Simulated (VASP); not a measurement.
# InAs (Fm-3m) in VASP: further runs

InAs is run at these levels: LDA; tasks: single point.

All numbers are computed with VASP 6.6.1; they aren't measurements. Logs are shortened: lines on timing, memory, paths and dates and some standing lists are left out, and cuts for length are marked.

**1. The cell of the first run**

It takes space group Fm-3m (No. 225, cubic). The conventional cell has a = 5.755 Å, b = 5.755 Å, c = 5.755 Å, α = 90.00°, β = 90.00°, γ = 90.00°. In (site symmetry m-3m) has 6 As at 2.88 Å within 3.8 Å. Within 3.8 Å of As (site symmetry m-3m) lie 6 In at 2.88 Å.

**2. Single point, LDA**

INCAR reads:

```
ALGO = Normal
EDIFF = 1E-6
ENCUT = 500
GGA = CA
GGA_COMPAT = F
ISIF = 2
ISMEAR = 0
LASPH = T
LCHARG = F
LREAL = F
LWAVE = F
NBANDS = 16
NELM = 120
PREC = Accurate
SIGMA = 0.1
```

KPOINTS reads:

```
k-points
0
Gamma
  6 6 6
```

POSCAR reads:

```
InAs
1.0
    0.0000000000      2.8773040000      2.8773040000
    2.8773040000      0.0000000000      2.8773040000
    2.8773040000      2.8773040000      0.0000000000
In As
1 1
Direct
    0.5000000000      0.5000000000      0.5000000000
    0.0000000000      0.0000000000      0.0000000000
```

Potentials or basis: VASP PAW LDA potentials, release 64 (In_d, As).

Run with:

```console
> cat potpaw_LDA.64/In_d/POTCAR potpaw_LDA.64/As/POTCAR > POTCAR
> mpirun -np 1 vasp_std > vasp.out
```

OUTCAR:

```text
EDIFF = 1E-6
   ENCUT = 500
   GGA = CA
   ISIF = 2
   ISMEAR = 0
   LASPH = T
   LREAL = F
   NELM = 120
   PREC = Accurate

 ion  position               nearest neighbor table
   1  0.500  0.500  0.500-   2 2.88   2 2.88   2 2.88   2 2.88   2 2.88   2 2.88
   2  0.000  0.000  0.000-   1 2.88   1 2.88   1 2.88   1 2.88   1 2.88   1 2.88

  LATTYP: Found a face centered cubic cell.
 ALAT       =     5.7546080000

  Lattice vectors:

 A1 = (   0.0000000000,   2.8773040000,   2.8773040000)
 A2 = (   2.8773040000,   0.0000000000,   2.8773040000)
 A3 = (   2.8773040000,   2.8773040000,   0.0000000000)

Analysis of symmetry for initial positions (statically):
=====================================================================
 Subroutine PRICEL returns:
 Original cell was already a primitive cell.

 Routine SETGRP: Setting up the symmetry group for a
 face centered cubic supercell.

 Subroutine GETGRP returns: Found 48 space group operations
 (whereof 48 operations were pure point group operations)
 out of a pool of 48 trial point group operations.

The static configuration has the point symmetry O_h .

Analysis of symmetry for dynamics (positions and initial velocities):
=====================================================================
 Subroutine PRICEL returns:
 Original cell was already a primitive cell.

 Routine SETGRP: Setting up the symmetry group for a
 face centered cubic supercell.

 Subroutine GETGRP returns: Found 48 space group operations
 (whereof 48 operations were pure point group operations)
 out of a pool of 48 trial point group operations.

The dynamic configuration has the point symmetry O_h .

 Subroutine INISYM returns: Found 48 space group operations
 (whereof 48 operations are pure point group operations),
 and found     1 'primitive' translations

----------------------------------------------------------------------------------------

                                     Primitive cell

  volume of cell :      47.6417

  direct lattice vectors                    reciprocal lattice vectors
     0.000000000  2.877304000  2.877304000    -0.173773783  0.173773783  0.173773783
     2.877304000  0.000000000  2.877304000     0.173773783 -0.173773783  0.173773783
     2.877304000  2.877304000  0.000000000     0.173773783  0.173773783 -0.173773783
[... 71 lines left out ...]
   LSORBIT =      F    spin-orbit coupling
   LASPH  =      T    aspherical Exc in radial PAW
   ENCUT  =  500.0 eV  36.75 Ry    6.06 a.u.   7.42  7.42  7.42*2*pi/ulx,y,z
   NELM   =    120;   NELMIN=  2; NELMDL= -5     # of ELM steps
   EDIFF  = 0.1E-05   stopping-criterion for ELM
   LREAL  =      F    real-space projection
   EDIFFG = 0.1E-04   stopping-criterion for IOM
   NSW    =      0    number of steps for IOM
   IBRION =     -1    ionic relax: 0-MD 1-quasi-New 2-CG
   NFREE  =      0    steps in history (QN), initial steepest desc. (CG)
   ISIF   =      2    stress and relaxation
   ISYM   =      2    0-nonsym 1-usesym 2-fastsym
   POTIM  = 0.5000    time-step for ionic-motion
   TEBEG  =    0.0;   TEEND  =   0.0 temperature during run
   PSTRESS=    0.0 pullay stress
   NELECT =      18.0000    total number of electrons
   NUPDOWN=      -1.0000    fix difference up-down
   EMIN   =  10.00;   EMAX   =-10.00  energy-range for DOS
   EFERMI =   0.00;   METHOD = LEGACY
   ISMEAR =     0;   SIGMA  =   0.10  broadening in eV -4-tet -1-fermi 0-gaus
   EFERMI_NEDOS =   21; number of points for ismear=-14 and -15
   IALGO  =     38    algorithm
   IMIX   =      4    mixing-type and parameters
     AMIX     =   0.40;   BMIX     =  1.00
     AMIX_MAG =   1.60;   BMIX_MAG =  1.00
  volume/ion in A,a.u.               =      23.82       160.75
  Fermi-wavevector in a.u.,A,eV,Ry     =   1.183505  2.236499 19.057448  1.400683
  Thomas-Fermi vector in A             =   2.319738
   LORBIT       =      0    0 simple, 1 ext, 2 COOP (PROOUT), +10 PAW based schemes
   GGA     = CA    functional components
   LHFCALC =     F    Hartree Fock is set to
   AEXX    =    0.0000 exact exchange contribution
   IVDW    =     0    specifies the selected vdW correction
   LEPSILON=     F    determine dielectric tensor
   LRPA    =     F    only Hartree local field effects (RPA)
 non-spin polarized calculation
 Gauss-broadening in eV      SIGMA  =   0.10
  energy-cutoff  :      500.00
  volume of cell :       47.64
 maximum number of plane-waves:      1243
 NGX is ok and might be reduce to    30
   NGX = 15   NGY = 15   NGZ = 15

 number of electron      18.0000002 magnetization

 Free energy of the ion-electron system (eV)
  ---------------------------------------------------
  ext. energy  EPLUGINS =         0.00000000
  ---------------------------------------------------
  free energy    TOTEN  =        -8.73099150 eV

  energy without entropy =       -8.72146160  energy(sigma->0) =       -8.72622655

 E-fermi :   5.8094     XC(G=0): -10.3346

 val. band max:        5.8078035842   @ k =   0.3333   0.0000   0.0000
 cond. band min:       5.9683831687   @ k =   0.5000   0.0000   0.0000
 fundamental gap:      0.1605795845
 Fermi energy:         5.8094231068

 k-point     1 :       0.0000    0.0000    0.0000
  band No.  band energies     occupation
      1      -8.4865      2.00000
      2      -8.4865      2.00000
      3      -8.4633      2.00000
      4      -8.4633      2.00000
      5      -8.4633      2.00000
      6      -6.3555      2.00000
[... 281 lines left out ...]
      3      -8.4740      2.00000
      4      -8.4152      2.00000
      5      -8.3830      2.00000
      6      -3.8076      2.00000
[... 8 lines left out ...]
     15      17.2889      0.00000
     16      19.9569      0.00000

------------------------ aborting loop because EDIFF is reached ----------------------------------------

  FORCE on cell =-STRESS in cart. coord.  units (eV):
  Direction    XX          YY          ZZ          XY          YZ          ZX
  --------------------------------------------------------------------------------------
  -------------------------------------------------------------------------------------
  Total       -1.4931736     -1.4931736     -1.4931736      0.0000000      0.0000000     -0.0000000
  in kB      -50.2150194    -50.2150194    -50.2150194      0.0000000      0.0000000     -0.0000000
  external PRESSURE =     -50.2150194 kB  Pullay stress =       0.0000000 kB

 VOLUME and BASIS-vectors are now :
 -----------------------------------------------------------------------------
  energy-cutoff  :      500.00
  volume of cell :       47.64
      direct lattice vectors                 reciprocal lattice vectors
     0.000000000  2.877304000  2.877304000    -0.173773783  0.173773783  0.173773783
     2.877304000  0.000000000  2.877304000     0.173773783 -0.173773783  0.173773783
     2.877304000  2.877304000  0.000000000     0.173773783  0.173773783 -0.173773783

 POSITION                                       TOTAL-FORCE (eV/Angst)
 -----------------------------------------------------------------------------------
      2.87730      2.87730      2.87730         0.000000     -0.000000     -0.000000
      0.00000      0.00000      0.00000        -0.000000      0.000000      0.000000
 -----------------------------------------------------------------------------------
    total drift:                                0.000000      0.000000      0.000000

  FREE ENERGIE OF THE ION-ELECTRON SYSTEM (eV)
  ---------------------------------------------------
  free  energy   TOTEN  =        -8.7309914962 eV

  energy  without entropy=       -8.7214615988  energy(sigma->0) =       -8.72622655
```

Wall time 8.5 s (1 thread of Intel Xeon 6975P-C, shared host); peak memory 0.15 GiB.

Results:

```
Free energy            : -8.7310 eV
Pressure               : -5.0 GPa
Band gap on the k mesh : zero (band 9 reaches 6.15 eV, above the bottom of band 10 at 3.54 eV)
```

Caveat: spin-orbit coupling is left out, which moves the levels of the heavy elements.

**3. Single point, LDA**

This run uses another cell than the first one, of 21.98 Å³/atom, 0.923 times its volume.

INCAR reads:

```
SYSTEM = InAs
PREC     = Accurate       ! precision mode
ENCUT    = 500            ! plane-wave cutoff, eV
EDIFF    = 1E-6           ! SCF threshold, eV
ISMEAR   = 0              ! smearing method
SIGMA    = 0.1            ! smearing width, eV
LREAL    = .False.        ! projectors in reciprocal space
LASPH    = .True.         ! aspherical terms in the spheres
NELM     = 120            ! most SCF steps
ALGO     = Normal         ! electronic algorithm
ISIF     = 2              ! what is computed and relaxed
LWAVE    = .False.        ! write WAVECAR
LCHARG   = .False.        ! write CHGCAR
GGA      = CA             ! functional
NBANDS   = 16             ! bands
GGA_COMPAT= .False.
```

KPOINTS reads:

```
regular mesh
0
Gamma
  12 12 12
  0 0 0
```

POSCAR reads:

```
InAs
1.0
    0.0000000000      2.8010896874      2.8010896874
    2.8010896874      0.0000000000      2.8010896874
    2.8010896874      2.8010896874      0.0000000000
In As
1 1
Direct
    0.5000000000      0.5000000000      0.5000000000
    0.0000000000      0.0000000000      0.0000000000
```

Potentials or basis: VASP PAW LDA potentials, release 64 (In_d, As).

Run with:

```console
> cat potpaw_LDA.64/In_d/POTCAR potpaw_LDA.64/As/POTCAR > POTCAR
> mpirun -np 1 vasp_std > vasp.out
```

OUTCAR:

```text
SYSTEM = InAs
   PREC = Accurate
   ENCUT = 500
   EDIFF = 1E-6
   ISMEAR = 0
   LREAL = .False.
   LASPH = .True.
   NELM = 120
   ISIF = 2
   GGA = CA

 ion  position               nearest neighbor table
   1  0.500  0.500  0.500-   2 2.80   2 2.80   2 2.80   2 2.80   2 2.80   2 2.80
   2  0.000  0.000  0.000-   1 2.80   1 2.80   1 2.80   1 2.80   1 2.80   1 2.80

  LATTYP: Found a face centered cubic cell.
 ALAT       =     5.6021793748

  Lattice vectors:

 A1 = (   0.0000000000,   2.8010896874,   2.8010896874)
 A2 = (   2.8010896874,   0.0000000000,   2.8010896874)
 A3 = (   2.8010896874,   2.8010896874,   0.0000000000)

Analysis of symmetry for initial positions (statically):
=====================================================================
 Subroutine PRICEL returns:
 Original cell was already a primitive cell.

 Routine SETGRP: Setting up the symmetry group for a
 face centered cubic supercell.

 Subroutine GETGRP returns: Found 48 space group operations
 (whereof 48 operations were pure point group operations)
 out of a pool of 48 trial point group operations.

The static configuration has the point symmetry O_h .

Analysis of symmetry for dynamics (positions and initial velocities):
=====================================================================
[... 164 lines left out ...]
 Fermi energy:         6.6291315782

 k-point     1 :       0.0000    0.0000    0.0000
  band No.  band energies     occupation
      1      -7.6710      2.00000
      2      -7.6710      2.00000
      3      -7.6433      2.00000
      4      -7.6433      2.00000
      5      -7.6433      2.00000
      6      -5.9931      2.00000
[... 433 lines left out ...]
      3      -7.6408      2.00000
      4      -7.5905      2.00000
      5      -7.5696      2.00000
      6      -3.7781      2.00000
[... 8 lines left out ...]
     15      17.6869      0.00000
     16      17.8706      0.00000

 [... further k-points ...]

------------------------ aborting loop because EDIFF is reached ----------------------------------------

  FORCE on cell =-STRESS in cart. coord.  units (eV):
  Direction    XX          YY          ZZ          XY          YZ          ZX
  --------------------------------------------------------------------------------------
  -------------------------------------------------------------------------------------
  Total        0.0931013      0.0931013      0.0931013     -0.0000000      0.0000000     -0.0000000
  in kB        3.3935598      3.3935598      3.3935598     -0.0000000      0.0000000     -0.0000000
  external PRESSURE =       3.3935598 kB  Pullay stress =       0.0000000 kB

 VOLUME and BASIS-vectors are now :
 -----------------------------------------------------------------------------
  energy-cutoff  :      500.00
  volume of cell :       43.96
      direct lattice vectors                 reciprocal lattice vectors
     0.000000000  2.801089687  2.801089687    -0.178501960  0.178501960  0.178501960
     2.801089687  0.000000000  2.801089687     0.178501960 -0.178501960  0.178501960
     2.801089687  2.801089687  0.000000000     0.178501960  0.178501960 -0.178501960

 POSITION                                       TOTAL-FORCE (eV/Angst)
 -----------------------------------------------------------------------------------
      2.80109      2.80109      2.80109        -0.000000      0.000000      0.000000
      0.00000      0.00000      0.00000         0.000000     -0.000000     -0.000000
 -----------------------------------------------------------------------------------
    total drift:                                0.000000      0.000000      0.000000

  FREE ENERGIE OF THE ION-ELECTRON SYSTEM (eV)
  ---------------------------------------------------
  free  energy   TOTEN  =        -8.7598134075 eV

  energy  without entropy=       -8.7524833617  energy(sigma->0) =       -8.75614838
```

stdout:

```text
POSCAR found type information on POSCAR InAs
 POSCAR found :  2 types and       2 ions
 scaLAPACK will be used
 LDA part: xc-table for (Slater(with rela. corr.)+CA(PZ))
 , standard interpolation
 POSCAR, INCAR and KPOINTS ok, starting setup
 FFT: planning ... GRIDC
 FFT: planning ... GRID_SOFT
 FFT: planning ... GRID
 WAVECAR not read
 entering main loop
```

It took 39 s on 1 thread of Intel Xeon 6975P-C, shared host; peak memory 0.18 GiB.

What came out:

| Property | Result |
| --- | --- |
| Free energy | -8.7598 eV |
| Pressure | 0.3 GPa |
| Band gap on the k mesh | zero (band 9 reaches 7.12 eV, above the bottom of band 10 at 4.20 eV) |

Levels at points of the mesh, in eV from the Fermi level:
```csv
k point,band 6,band 7,band 8,band 9,band 10,band 11,band 12,band 13
"(0.00, 0.00, 0.00)",-12.62,-0.18,-0.18,-0.18,-0.18,7.37,7.37,7.37
"(0.50, 0.00, 0.00)",-10.69,-6.92,0.30,0.30,2.20,3.30,3.30,4.90
"(0.50, 0.50, 0.00)",-9.58,-5.13,-2.93,-2.42,-2.42,3.84,9.78,9.78
```

Caveat: spin-orbit coupling is left out, which moves the levels of the heavy elements.

**4. Single point, LDA**

This run uses another cell than the first one, of 21.98 Å³/atom, 0.923 times its volume.

INCAR reads:

```
PREC = Accurate ; ENCUT = 500
EDIFF = 1E-6 ; ISMEAR = 0
SIGMA = 0.15 ; LREAL = F
LASPH = T ; NELM = 120
ALGO = Normal ; ISIF = 2
LWAVE = F ; LCHARG = F
NBANDS = 16 ; GGA_COMPAT = F
```

KPOINTS reads:

```
Automatic mesh
0
Gamma
  14 14 14
```

POSCAR is that of step 3.

Run with:

```console
> cat potpaw_LDA.64/In_d/POTCAR potpaw_LDA.64/As/POTCAR > POTCAR
> mpirun -np 1 vasp_std > vasp.out
```

Wall time 60 s (1 thread of Intel Xeon 6975P-C, shared host); peak memory 0.2 GiB.

Results (log left out):

* Free energy: -8.7696 eV
* Pressure: 0.3 GPa
* Band gap on the k mesh: zero (band 9 reaches 7.12 eV, above the bottom of band 10 at 4.21 eV)

Levels at points of the mesh, in eV from the Fermi level:
| k point | band 7 | band 8 | band 9 | band 10 | band 11 | band 12 |
| --- | --- | --- | --- | --- | --- | --- |
| (0.00, 0.00, 0.00) | -0.23 | -0.23 | -0.23 | -0.23 | 7.33 | 7.33 |
| (0.50, 0.00, 0.00) | -6.97 | 0.26 | 0.26 | 2.15 | 3.26 | 3.26 |
| (0.50, 0.50, 0.00) | -5.17 | -2.97 | -2.47 | -2.47 | 3.80 | 9.74 |

Caveat: spin-orbit coupling is left out, which moves the levels of the heavy elements.

**5. The runs side by side**

```tsv
cell	k mesh	smearing	gap on the mesh (eV)	pressure (GPa)
a = 4.069 Å, angles 60.0°, 2 atoms	6 × 6 × 6	gaussian 0.1 eV	none	-5.0
a = 3.961 Å, angles 60.0°, 2 atoms	12 × 12 × 12	gaussian 0.1 eV	none	0.3
a = 3.961 Å, angles 60.0°, 2 atoms	14 × 14 × 14	gaussian 0.15 eV	none	0.3
```

Alike in all rows: task single point; level LDA; potentials or basis VASP PAW LDA potentials, release 64 (In_d, As); no spin polarisation; cutoff (eV) 500.

Caveats: spin-orbit coupling is left out, which moves the levels of the heavy elements.

Total energies depend on the potentials used, so only differences within one code and one set of settings carry meaning.
